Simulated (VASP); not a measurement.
# AlN (F-43m) in VASP: dielectric tensor with LDA

Aim: the dielectric tensor of AlN with LDA.

Everything below comes from runs of VASP 6.6.1. Logs are shortened: lines on timing, memory, paths and dates and some standing lists are left out, and cuts for length are marked.

**1. The cell of the first run**

It takes space group F-43m (No. 216, cubic). The conventional cell has a = 4.368 Å, b = 4.368 Å, c = 4.368 Å, α = 90.00°, β = 90.00°, γ = 90.00°. Within 2.5 Å of Al (site symmetry -43m) lie 4 N at 1.89 Å. N (site symmetry -43m) has 4 Al at 1.89 Å within 2.5 Å.

**2. Dielectric tensor, LDA**

Input file INCAR:

```
SYSTEM = AlN
ALGO = Normal
EDIFF = 1E-8
ENCUT = 520
GGA_COMPAT = .False.
ISIF = 2
ISMEAR = 0
LASPH = .True.
LCHARG = .False.
LEPSILON = .True.
LREAL = .False.
LWAVE = .False.
NELM = 120
PREC = Accurate
SIGMA = 0.01
```

Input file KPOINTS:

```
k-points
0
Gamma
  7 7 7
  0 0 0
```

Input file POSCAR:

```
AlN
1.0
    0.0000000000      2.1839935000      2.1839935000
    2.1839935000      0.0000000000      2.1839935000
    2.1839935000      2.1839935000      0.0000000000
Al N
1 1
Direct
    0.0000000000      0.0000000000      0.0000000000
    0.2500000000      0.2500000000      0.2500000000
```

Potentials or basis: VASP PAW LDA potentials, release 64 (Al, N).

Started as:

```
> cat potpaw_LDA.64/Al/POTCAR potpaw_LDA.64/N/POTCAR > POTCAR
> mpirun -np 1 vasp_std > vasp.out
```

OUTCAR:

```text
SYSTEM = AlN
   EDIFF = 1E-8
   ENCUT = 520
   ISIF = 2
   ISMEAR = 0
   LASPH = .True.
   LEPSILON = .True.
   LREAL = .False.
   NELM = 120
   PREC = Accurate

 ion  position               nearest neighbor table
   1  0.000  0.000  0.000-   2 1.89   2 1.89   2 1.89   2 1.89
   2  0.250  0.250  0.250-   1 1.89   1 1.89   1 1.89   1 1.89

  LATTYP: Found a face centered cubic cell.
 ALAT       =     4.3679870000

  Lattice vectors:

 A1 = (   0.0000000000,   2.1839935000,   2.1839935000)
 A2 = (   2.1839935000,   0.0000000000,   2.1839935000)
 A3 = (   2.1839935000,   2.1839935000,   0.0000000000)

Analysis of symmetry for initial positions (statically):
=====================================================================
 Subroutine PRICEL returns:
 Original cell was already a primitive cell.

 Routine SETGRP: Setting up the symmetry group for a
 face centered cubic supercell.

 Subroutine GETGRP returns: Found 24 space group operations
 (whereof 24 operations were pure point group operations)
 out of a pool of 48 trial point group operations.

The static configuration has the point symmetry T_d .

Analysis of symmetry for dynamics (positions and initial velocities):
=====================================================================
 Subroutine PRICEL returns:
 Original cell was already a primitive cell.

 Routine SETGRP: Setting up the symmetry group for a
 face centered cubic supercell.

 Subroutine GETGRP returns: Found 24 space group operations
 (whereof 24 operations were pure point group operations)
 out of a pool of 48 trial point group operations.

The dynamic configuration has the point symmetry T_d .

 Subroutine INISYM returns: Found 24 space group operations
 (whereof 24 operations are pure point group operations),
 and found     1 'primitive' translations

----------------------------------------------------------------------------------------

                                     Primitive cell

  volume of cell :      20.8345

  direct lattice vectors                    reciprocal lattice vectors
     0.000000000  2.183993500  2.183993500    -0.228938410  0.228938410  0.228938410
     2.183993500  0.000000000  2.183993500     0.228938410 -0.228938410  0.228938410
     2.183993500  2.183993500  0.000000000     0.228938410  0.228938410 -0.228938410

  length of vectors
     3.088633228  3.088633228  3.088633228     0.396532958  0.396532958  0.396532958

  position of ions in fractional coordinates (direct lattice)
     0.000000000  0.000000000  0.000000000
     0.250000000  0.250000000  0.250000000

  ion indices of the primitive-cell ions
   primitive index   ion index
                 1           1
                 2           2

----------------------------------------------------------------------------------------

 KPOINTS: k-points

Automatic generation of k-mesh.
 Grid dimensions read from file:
 generate k-points for:    7    7    7

 Generating k-lattice:

  Cartesian coordinates                     Fractional coordinates (reciprocal lattice)
    -0.032705487  0.032705487  0.032705487     0.142857143  0.000000000  0.000000000
     0.032705487 -0.032705487  0.032705487     0.000000000  0.142857143  0.000000000
     0.032705487  0.032705487 -0.032705487     0.000000000  0.000000000  0.142857143

  Length of vectors
     0.056647565  0.056647565  0.056647565

  Shift w.r.t. Gamma in fractional coordinates (k-lattice)
     0.000000000  0.000000000  0.000000000

 Subroutine IBZKPT returns following result:
 ===========================================

[... 66 lines left out ...]
   LORBIT       =      0    0 simple, 1 ext, 2 COOP (PROOUT), +10 PAW based schemes
   GGA     = CA    functional components
   LHFCALC =     F    Hartree Fock is set to
   AEXX    =    0.0000 exact exchange contribution
   IVDW    =     0    specifies the selected vdW correction
   LEPSILON=     T    determine dielectric tensor
   LRPA    =     F    only Hartree local field effects (RPA)
 non-spin polarized calculation
 Gauss-broadening in eV      SIGMA  =   0.01
  energy-cutoff  :      520.00
  volume of cell :       20.83
 maximum number of plane-waves:       567
   NGX = 11   NGY = 11   NGZ = 11

--------------------------------------- Ionic step        1  -------------------------------------------

 number of electron       8.0000001 magnetization

 E-fermi :   5.7515     XC(G=0): -11.2661

 val. band max:        5.7088979235   @ k =   0.0000   0.0000   0.0000
 cond. band min:       9.2331303785   @ k =   0.4286   0.4286   0.0000
 fundamental gap:      3.5242324550
 Fermi energy:         5.7515454072

 k-point     1 :       0.0000    0.0000    0.0000
  band No.  band energies     occupation
      1      -9.1142      2.00000
      2       5.7089      2.00000
      3       5.7089      2.00000
      4       5.7089      2.00000
      5       9.9433      0.00000
      6      18.0423      0.00000
      7      18.0423      0.00000
      8      18.0423      0.00000
[... 199 lines left out ...]
 k-point    20 :      -0.2857    0.4286    0.1429
  band No.  band energies     occupation
      1      -6.3373      2.00000
      2       1.6932      2.00000
      3       1.9900      2.00000
      4       3.6974      2.00000
      5      11.6026      0.00000
      6      16.1759      0.00000
      7      17.8824      0.00000
      8      18.3738      0.00000

  FORCE on cell =-STRESS in cart. coord.  units (eV):
  Direction    XX          YY          ZZ          XY          YZ          ZX
  --------------------------------------------------------------------------------------
  -------------------------------------------------------------------------------------
  Total       -0.3928551     -0.3928551     -0.3928551      0.0000000     -0.0000000      0.0000000
  in kB      -30.2105763    -30.2105763    -30.2105763      0.0000000     -0.0000000      0.0000000
  external PRESSURE =     -30.2105763 kB  Pullay stress =       0.0000000 kB

 VOLUME and BASIS-vectors are now :
 -----------------------------------------------------------------------------
  energy-cutoff  :      520.00
  volume of cell :       20.83
      direct lattice vectors                 reciprocal lattice vectors
     0.000000000  2.183993500  2.183993500    -0.228938410  0.228938410  0.228938410
     2.183993500  0.000000000  2.183993500     0.228938410 -0.228938410  0.228938410
     2.183993500  2.183993500  0.000000000     0.228938410  0.228938410 -0.228938410

 POSITION                                       TOTAL-FORCE (eV/Angst)
 -----------------------------------------------------------------------------------
      0.00000      0.00000      0.00000         0.000000     -0.000000     -0.000000
      1.09200      1.09200      1.09200        -0.000000      0.000000      0.000000
 -----------------------------------------------------------------------------------
    total drift:                               -0.000000     -0.000000     -0.000000

  FREE ENERGIE OF THE ION-ELECTRON SYSTEM (eV)
  ---------------------------------------------------
  free  energy   TOTEN  =       -16.3724019314 eV

  energy  without entropy=      -16.3724019314  energy(sigma->0) =      -16.37240193

 HEAD OF MICROSCOPIC STATIC DIELECTRIC TENSOR (INDEPENDENT PARTICLE, excluding Hartree and local field effects)
 ------------------------------------------------------
           4.839619    -0.000000     0.000000
           0.000000     4.839619     0.000000
          -0.000000     0.000000     4.839619
 ------------------------------------------------------

 Free energy of the ion-electron system (eV)
  ---------------------------------------------------
  ---------------------------------------------------
  free energy    TOTEN  =        -0.22253706 eV

  energy without entropy =       -0.22253706

------------------------ aborting loop because EDIFF is reached ----------------------------------------

--------------------------------------- Ionic step        2  -------------------------------------------

------------------------ aborting loop because EDIFF is reached ----------------------------------------

--------------------------------------- Ionic step        3  -------------------------------------------

 Free energy of the ion-electron system (eV)
  ---------------------------------------------------
  ---------------------------------------------------
  free energy    TOTEN  =        -0.22253707 eV

  energy without entropy =       -0.22253707

------------------------ aborting loop because EDIFF is reached ----------------------------------------

 PIEZOELECTRIC TENSOR FIELD DIRECTION 3  (e Angst)
 -----------------------------------------------------------------------------
    -0.00035 -0.80171  0.00000           ( -0.00000 -0.00940  0.00000)
    -0.80171 -0.00035  0.00000           ( -0.00940 -0.00000  0.00000)
     0.00000  0.00000  0.00025           (  0.00000  0.00000 -0.00000)

 PIEZOELECTRIC TENSOR FIELD DIRECTION 3  (C/m^2)
 -----------------------------------------------------------------------------
    -0.00027 -0.61651  0.00000
    -0.61651 -0.00027  0.00000
     0.00000  0.00000  0.00019

 MACROSCOPIC STATIC DIELECTRIC TENSOR (including local field effects in DFT)
 ------------------------------------------------------
           4.612327     0.000000     0.000000
           0.000000     4.612327    -0.000000
           0.000000     0.000000     4.612327
 ------------------------------------------------------

 PIEZOELECTRIC TENSOR (including local field effects)  for field in x, y, z        (e  Angst)
          XX          YY          ZZ          XY          YZ          ZX
  --------------------------------------------------------------------------------
  x    -0.00000    -0.00000    -0.00000     0.00000    -0.80098     0.00000
  y    -0.00000     0.00000     0.00000     0.00000     0.00000    -0.80098
  z    -0.00000    -0.00000     0.00000    -0.80098     0.00000     0.00000

 PIEZOELECTRIC TENSOR (including local field effects)  for field in x, y, z        (C/m^2)
          XX          YY          ZZ          XY          YZ          ZX
  --------------------------------------------------------------------------------
  x    -0.00000    -0.00000    -0.00000     0.00000    -0.61595     0.00000
  y    -0.00000     0.00000     0.00000     0.00000     0.00000    -0.61595
  z    -0.00000    -0.00000     0.00000    -0.61595     0.00000     0.00000

 BORN EFFECTIVE CHARGES (including local field effects) (in |e|, cummulative output)
 ---------------------------------------------------------------------------------
 ion    1
    1     2.53574     0.00000    -0.00000
    2     0.00000     2.53574     0.00000
    3    -0.00000     0.00000     2.53574
 ion    2
    1    -2.53574    -0.00000     0.00000
    2    -0.00000    -2.53574    -0.00000
    3     0.00000    -0.00000    -2.53574
```

It took 13 s on 1 thread of Intel Xeon 6975P-C (Granite Rapids), shared host; peak memory 0.14 GiB.

Results:

| Property | Result |
| --- | --- |
| Band gap on the k mesh | 3.52 eV (least direct gap 4.23 eV) |
| Electronic dielectric tensor (diagonal) | 4.61 |
| Born charges (mean of the diagonal) | Al +2.54; N -2.54 e |

Electronic dielectric tensor:
```
4.61 0.00 0.00
0.00 4.61 0.00
0.00 0.00 4.61
```

Born effective charge tensors (e):
atom 1, Al
```
2.54 0.00 0.00
0.00 2.54 0.00
0.00 0.00 2.54
```
atom 2, N
```
-2.54  0.00  0.00
 0.00 -2.54  0.00
 0.00  0.00 -2.54
```

Caveat: an odd mesh through Γ misses points on the zone boundary, where band edges can lie.
